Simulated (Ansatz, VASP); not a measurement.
## K: VASP beside Ansatz

Contents of INCAR:

```
SYSTEM = K
  PREC = Accurate
  ENCUT = 520
  EDIFF = 1E-6
  ISMEAR = -1
  SIGMA = 0.1
  LREAL = .False.
  LASPH = .True.
  NELM = 60
  ALGO = Normal
  ISIF = 2
  LWAVE = .False.
  LCHARG = .False.
  NBANDS = 10
```

File KPOINTS:

```
Automatic mesh
0
Gamma
  8 8 8
  0 0 0
```

Contents of POSCAR:

```
K
1.0
    4.3104394900      0.0000000000      0.0000000000
    0.0000000000      4.3104394900      0.0000000000
    0.0000000000      0.0000000000      4.3104394900
K
1
Direct
    0.0000000000      0.0000000000      0.0000000000
```

Input for Ansatz:

```yaml
crystal:
  lattice:
    - [4.31043949, 0.0, 0.0]
    - [0.0, 4.31043949, 0.0]
    - [0.0, 0.0, 4.31043949]
  atoms:
    - { symbol: K, position: [0.0, 0.0, 0.0] }
kpoints:
  mp_grid:
    grid: [8, 8, 8]
hamiltonian:
  xc: lda
  pseudopotentials:
    kind: all_electron
    lapw: {}
scf:
  occupations:
    method: fermi_dirac
    width: 0.1
output:
  forces: true
  stress: true
  eigenvalues: true
```

Alike in both runs: task single point; functional LDA; k mesh 8 × 8 × 8; occupations fermi-dirac, width 0.1 eV; no spin polarisation.

```csv
,VASP,Ansatz
version,VASP 6.6.1,Ansatz 0.2.0
potentials or method,"VASP PAW LDA potentials, release 64 (K_sv), cutoff 520 eV",all-electron (LAPW or listed datasets)
```

```csv
,VASP,Ansatz,Ansatz less VASP
gap on the k mesh at the Fermi level (eV),none,none,-
pressure (GPa),-0.4,-0.4,+0.02
```

LDA's correlation is that of Perdew and Zunger in VASP and of Perdew and Wang (1992) in Ansatz. A gap of «none» marks a metal or a gap that the smearing closes. Ansatz ran all-electron here, and VASP with PAW potentials.
